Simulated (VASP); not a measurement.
# Ca12HO12 (a cell with a defect) in VASP: further runs, part 2 of 2

VASP 6.6.1. The steps go on from the part before.

## Step 3: Single point, HSE06, collinear spin

Contents of POSCAR:

```
Ca12HO12
1.0
    0.0000000000      4.7676000000      4.7676000000
    4.7676000000      0.0000000000      4.7676000000
    7.1514000000      7.1514000000      0.0000000000
O Ca H
12 12 1
Direct
    0.7529580000      0.2395560000      0.1688470000
    0.2500000000      0.7494900000      0.4997590000
    0.7488400000      0.2504770000      0.8327490000
    0.2386420000      0.7539300000      0.1688220000
    0.7483950000      0.2509090000      0.4999990000
    0.2489430000      0.7501340000      0.8328210000
    0.2492720000      0.2503650000      0.4992890000
    0.7522870000      0.7532600000      0.1694000000
    0.7528770000      0.7542390000      0.8242870000
    0.2492190000      0.2501980000      0.1666970000
    0.2493430000      0.2506920000      0.8323760000
    0.7479420000      0.7493150000      0.5011160000
    0.9991130000      0.0002090000      0.9997370000
    0.0001760000      0.0008010000      0.6651550000
    0.4977790000      0.4988900000      0.3362710000
    0.9981070000      0.9993850000      0.3342750000
    0.4981220000      0.4993450000      0.9985640000
    0.4997590000      0.5010220000      0.6655590000
    0.0051770000      0.4979630000      0.9984480000
    0.4996100000      0.9998160000      0.3336450000
    0.9995530000      0.4998260000      0.6657750000
    0.4968120000      0.0063750000      0.9982570000
    0.9987660000      0.5006230000      0.3336330000
    0.4987760000      0.0006790000      0.6658690000
    0.6261150000      0.6276220000      0.0819010000
```

Contents of INCAR.step1:

```
SYSTEM = Ca12HO12
ALGO = Normal
EDIFF = 1E-5
ENCUT = 520
GGA = PE
GGA_COMPAT = .FALSE.
ISIF = 2
ISMEAR = -1
ISPIN = 2
ISYM = -1
LASPH = .TRUE.
LCHARG = .FALSE.
LORBIT = 11
LREAL = Auto
LWAVE = .TRUE.
MAGMOM = 0.111 0 0 0.111 0 0 0 0.111 0.111 0 0 0 0 0 0.111 0 0.111 0 0.111 0 0 0.111 0 0 0.111
NBANDS = 118
NELM = 200
PREC = Accurate
SIGMA = 0.05
```

Contents of INCAR.step2:

```
SYSTEM = Ca12HO12
ALGO = Normal
EDIFF = 1E-6
ENCUT = 520
GGA = PE
GGA_COMPAT = .FALSE.
HFSCREEN = 0.2079
ISIF = 2
ISMEAR = -1
ISPIN = 2
ISTART = 1
ISYM = -1
LASPH = .TRUE.
LCHARG = .FALSE.
LHFCALC = .TRUE.
LORBIT = 11
LREAL = Auto
LWAVE = .FALSE.
MAGMOM = 0.111 0 0 0.111 0 0 0 0.111 0.111 0 0 0 0 0 0.111 0 0.111 0 0.111 0 0 0.111 0 0 0.111
NBANDS = 118
NELM = 200
PREC = Accurate
PRECFOCK = Fast
SIGMA = 0.05
```

Contents of KPOINTS:

```
explicit points
1
Reciprocal
  0.25000000   0.25000000   0.25000000 1
```

Potentials or basis: VASP PAW PBE potentials, release 64 (O, Ca_sv, H).

Launch:

```sh
$ cat potpaw_PBE.64/O/POTCAR potpaw_PBE.64/Ca_sv/POTCAR potpaw_PBE.64/H/POTCAR > POTCAR
$ cp INCAR.step1 INCAR
$ mpirun -np 1 vasp_std > vasp.out
$ cp INCAR.step2 INCAR
$ mpirun -np 1 vasp_std > vasp.out
```

It took 13 min on 1 thread of Intel Xeon 6975P-C (Granite Rapids), shared host; peak memory 0.84 GiB.

Results (log left out):

- Free energy: -180.0982 eV
- Pressure: 3.9 GPa
- Largest force: 0.079 eV/Å
- Net moment: 1.00 μB per cell
- Site moments: O +0.08, +0.00, +0.01, +0.11, +0.09 (each value once); Ca +0.01, +0.00 (each value once); H +0.28 μB
- Valence electrons inside the program's atomic spheres: O 5.04, 5.05, 5.06 (each value once); Ca 8.21; H 0.51

Forces on the atoms (eV/Å):
```
O    0.034 -0.042  0.042
O   -0.002 -0.003 -0.005
O    0.007  0.003 -0.013
O   -0.037  0.027  0.037
O   -0.010 -0.011  0.004
O   -0.003  0.018 -0.006
O    0.012  0.012  0.005
O   -0.054 -0.053 -0.023
O    0.031  0.038 -0.006
O   -0.015 -0.020  0.010
O    0.014  0.018 -0.001
O    0.001  0.009  0.005
Ca  -0.006 -0.015  0.023
Ca   0.014 -0.007 -0.016
Ca   0.037  0.039 -0.049
Ca   0.001  0.008  0.009
Ca  -0.033 -0.025 -0.025
Ca  -0.016 -0.008  0.010
Ca  -0.031  0.005  0.018
Ca   0.012 -0.016 -0.016
Ca   0.017 -0.005  0.002
Ca   0.017 -0.024  0.027
Ca  -0.009  0.016 -0.018
Ca  -0.006  0.008  0.004
H    0.023  0.028 -0.017
```

Stress tensor (GPa, compression positive):
```
 4.01 -0.95 -0.09
-0.95  4.02 -0.09
-0.09 -0.09  3.68
```

Levels at points of the mesh, in eV from the Fermi level:
Spin up:
```csv
k point,band 94,band 95,band 96,band 97,band 98,band 99,band 100,band 101
"(0.25, 0.25, 0.25)",-2.81,-2.49,-2.49,-1.22,3.58,4.28,4.41,4.71
```
Spin down:
| k point | band 93 | band 94 | band 95 | band 96 | band 97 | band 98 | band 99 | band 100 |
| --- | --- | --- | --- | --- | --- | --- | --- | --- |
| (0.25, 0.25, 0.25) | -2.78 | -2.74 | -2.41 | -2.41 | 1.46 | 3.63 | 4.28 | 4.45 |

Caveat: the PAW data sets were made with another functional, which shifts forces and pressure a little.

## Step 4: Relaxation of the atoms, PBEsol, collinear spin

Contents of INCAR:

```
SYSTEM = Ca12HO12
PREC = Accurate
ENCUT = 520
EDIFF = 1E-7
ISMEAR = -1
SIGMA = 0.05
LREAL = Auto
LASPH = .True.
NELM = 200
ALGO = Normal
ISIF = 2
LWAVE = .False.
LCHARG = .False.
ISPIN = 2
MAGMOM = 0.111 0 0 0.111 0 0 0 0.111 0.111 0 0 0 0 0 0.111 0 0.111 0 0.111 0 0 0.111 0 0 0.111
LORBIT = 11
GGA = PS
IBRION = 2
NSW = 100
EDIFFG = -0.03
ISYM = -1
GGA_COMPAT = .False.
NELMIN = 4
```

KPOINTS is that of step 3.

Contents of POSCAR:

```
Ca12HO12
1.0
    0.0000000000      4.7676000000      4.7676000000
    4.7676000000      0.0000000000      4.7676000000
    7.1514000000      7.1514000000      0.0000000000
O Ca H
12 12 1
Direct
    0.7580180000      0.2510570000      0.1608310000
    0.2496410000      0.7513350000      0.5032650000
    0.7499040000      0.2555640000      0.8311890000
    0.2508680000      0.7489490000      0.1662070000
    0.7548970000      0.2479310000      0.4984600000
    0.2431660000      0.7550060000      0.8314330000
    0.2426370000      0.2477410000      0.5036430000
    0.7514510000      0.7494230000      0.1644710000
    0.7456670000      0.7513850000      0.8349920000
    0.2475420000      0.2479340000      0.1659310000
    0.2517100000      0.2480980000      0.8331150000
    0.7422470000      0.7492520000      0.4997860000
    0.0043220000      0.0030250000      0.9990830000
    0.0024240000      0.0023000000      0.6609970000
    0.4960980000      0.5005560000      0.3340590000
    0.9969060000      0.0046080000      0.3325360000
    0.5009690000      0.4966790000      0.0046270000
    0.5050350000      0.4968530000      0.6621990000
    0.0001520000      0.4974090000      0.9998480000
    0.4952020000      0.0047630000      0.3345710000
    0.9978000000      0.4961910000      0.6676900000
    0.5021100000      0.0013790000      0.9984290000
    0.0001000000      0.4967890000      0.3346490000
    0.4969160000      0.0000810000      0.6683670000
    0.6207990000      0.6308120000      0.0828710000
```

Launch:

```sh
$ cat potpaw_PBE.64/O/POTCAR potpaw_PBE.64/Ca_sv/POTCAR potpaw_PBE.64/H/POTCAR > POTCAR
$ mpirun -np 1 vasp_std > vasp.out
```

Wall time 15 min (1 thread of Intel Xeon 6975P-C (Granite Rapids), shared host); peak memory 0.67 GiB.

The run converged. Its results:

```yaml
Free_energy: -161.2407 eV
Energy_gained_by_relaxing: 9.8 meV/atom
Ionic_steps: 8
Pressure_after_relaxing: 2.0 GPa
Largest_force_after_relaxing: 0.028 eV/Å
Net_moment: 1.00 μB per cell
Site_moments: O +0.07, +0.00, +0.08, +0.01, +0.11, +0.09 (each value once); Ca +0.01, +0.00 (each value once); H +0.23 μB
Valence_electrons_inside_the_program's_atomic_spheres: O 4.97, 4.99 (each value once); Ca 8.25, 8.26 (each value once); H 0.50
```

Forces on the atoms (eV/Å):
```
O    0.012 -0.009  0.006
O    0.000 -0.001  0.008
O   -0.007  0.001 -0.005
O   -0.009 -0.006  0.016
O    0.006  0.007  0.010
O    0.014 -0.002  0.013
O   -0.004  0.009 -0.004
O   -0.009 -0.006 -0.019
O    0.001  0.003  0.000
O    0.000 -0.002 -0.003
O    0.006 -0.003 -0.023
O    0.010  0.014  0.002
Ca   0.005 -0.012 -0.025
Ca  -0.007  0.002  0.001
Ca  -0.002  0.006  0.010
Ca   0.010  0.004  0.001
Ca  -0.010 -0.011 -0.009
Ca   0.009 -0.003  0.009
Ca   0.004  0.007  0.007
Ca  -0.013 -0.001 -0.006
Ca  -0.003 -0.001  0.009
Ca  -0.002 -0.004 -0.013
Ca  -0.002 -0.009  0.002
Ca   0.001  0.004  0.013
H   -0.011  0.014 -0.001
```

Stress tensor (GPa, compression positive):
```
 2.09 -1.01  0.03
-1.01  2.08  0.00
 0.03  0.00  1.74
```

Step by step:
```tsv
step	energy change (eV)	largest force (eV/Å)	pressure (GPa)
1	0.0000	0.8882	2.13
2	-0.1834	0.4087	1.96
3	-0.1963	0.3697	1.95
4	-0.2333	0.1688	1.95
5	-0.2406	0.1101	1.97
6	-0.2446	0.0463	1.97
7	-0.2449	0.0512	1.97
8	-0.2459	0.0281	1.97
```

Final structure:
```
O Ca H
1.0
     0.00000    4.76760    4.76760
     4.76760    0.00000    4.76760
     7.15140    7.15140    0.00000
O Ca H
12 12 1
Direct
  0.75320 0.23980 0.16844
  0.24969 0.74937 0.49993
  0.74933 0.25056 0.83272
  0.23902 0.75353 0.16889
  0.74827 0.25048 0.49978
  0.24928 0.74957 0.83273
  0.24893 0.25053 0.49945
  0.75282 0.75397 0.16907
  0.75302 0.75440 0.82414
  0.24921 0.25024 0.16652
  0.25020 0.25072 0.83215
  0.74804 0.74922 0.50082
  0.00041 0.00054 0.99914
  0.99974 0.00098 0.66540
  0.49725 0.49854 0.33697
  0.99835 0.99917 0.33399
  0.49839 0.49936 0.99858
  0.49987 0.50066 0.66544
  0.00426 0.49831 0.99843
  0.49919 0.00025 0.33351
  0.99919 0.50008 0.66599
  0.49745 0.00665 0.99821
  0.99888 0.50003 0.33361
  0.49877 0.00017 0.66592
  0.62383 0.62800 0.08341
```

Levels at points of the mesh, in eV from the Fermi level:
Spin up:
```tsv
k point	band 95	band 96	band 97	band 98	band 99	band 100
(0.25, 0.25, 0.25)	-1.81	-1.76	-0.48	2.42	3.07	3.21
```
Spin down:
| k point | band 94 | band 95 | band 96 | band 97 | band 98 | band 99 |
| --- | --- | --- | --- | --- | --- | --- |
| (0.25, 0.25, 0.25) | -2.01 | -1.76 | -1.72 | 0.48 | 2.45 | 3.08 |

Caveat: the PAW data sets were made with another functional, which shifts forces and pressure a little.
